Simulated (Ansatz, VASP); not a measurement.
# One calculation of TaN, two programs

```xyz
2
Lattice="2.6791 0.0000 0.0000 -1.3396 2.3202 0.0000 0.0000 0.0000 3.4194" Properties=species:S:1:pos:R:3 pbc="T T T"
Ta    0.0000    1.5468    1.7097
N     0.0000    0.0000    0.0000
```

Alike in both runs: task single point; functional PBEsol; k mesh 24 × 24 × 24; occupations gaussian, width 0.15 eV; no spin polarisation.

|  | VASP | Ansatz |
| --- | --- | --- |
| version | VASP 6.6.1 | Ansatz 0.2.0 |
| potentials or method | VASP PAW PBE potentials, release 64 (Ta_pv, N), cutoff 520 eV | scalar-relativistic, plane waves, PAW |
| valence electrons in the cell | 16 | 18 |

Ansatz gave:

* gap on the k mesh at the Fermi level (eV): none
* pressure (GPa): 5.6
* traceless stress, the component that is largest in VASP (GPa): -110.08

Task: What did VASP give for the same quantities?

Result: gap on the k mesh at the Fermi level (eV): none; pressure (GPa): 6.6; traceless stress, the component that is largest in VASP (GPa): -110.01.

VASP's potentials were made for PBE, not for PBEsol. A gap of «none» marks a metal or a gap that the smearing closes. VASP's potentials hold 16 valence electrons a cell and Ansatz's 18, so a difference there can come from the potentials and not from the codes.

Spin-orbit coupling is off throughout.
